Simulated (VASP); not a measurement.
Runs of VASP 6.6.1 on InGaTe3. The structure is that of space group P6/mmm (No. 191), or close to it. The cells are those of the table. The cell was generated, and may not be a known phase.

```csv
task,cell,k mesh,cutoff (eV),gap on the mesh (eV),pressure (GPa),relaxed volume (Å³/atom)
relaxation of cell and atoms,"relaxed from a = 6.314, b = 6.314, c = 5.530 Å, angles 90.0, 90.0, 120.0°, 5 atoms",6 × 6 × 8,600,none,0.0,38.37
relaxation of cell and atoms,"relaxed from a = 5.481, b = 5.481, c = 5.869 Å, angles 90.0, 90.0, 120.0°, 5 atoms",6 × 6 × 4,600,none,0.1,38.10
single point,"a = 6.314, b = 6.314, c = 5.530 Å, angles 90.0, 90.0, 120.0°, 5 atoms",6 × 6 × 4,520,none,(a),-
single point,"a = 6.333, b = 6.333, c = 5.530 Å, angles 90.0, 90.0, 120.0°, 5 atoms",6 × 6 × 8,520,none,0.0,-
single point,"a = 5.481, b = 5.481, c = 5.869 Å, angles 90.0, 90.0, 120.0°, 5 atoms",6 × 6 × 4,520,none,21.3,-
```

Alike in all rows: level PBE; potentials or basis VASP PAW PBE potentials, release 64 (In_d, Ga_d, Te); no spin polarisation; smearing gaussian 0.1 eV.

Q: Estimate the missing entries.

A: (a) 0.2.

Caveats: spin-orbit coupling is left out, which moves the levels of the heavy elements; the volume moved by over 15 % at a fixed basis, so the end points are rough (at least some runs); the stress differs along the axes, from -1 to 33 GPa (at least some runs).

A k mesh can miss the band edges, and the runs leave out spin-orbit coupling on Ga, In, Te.

A gap of «none» marks levels without a gap at the run's occupations.
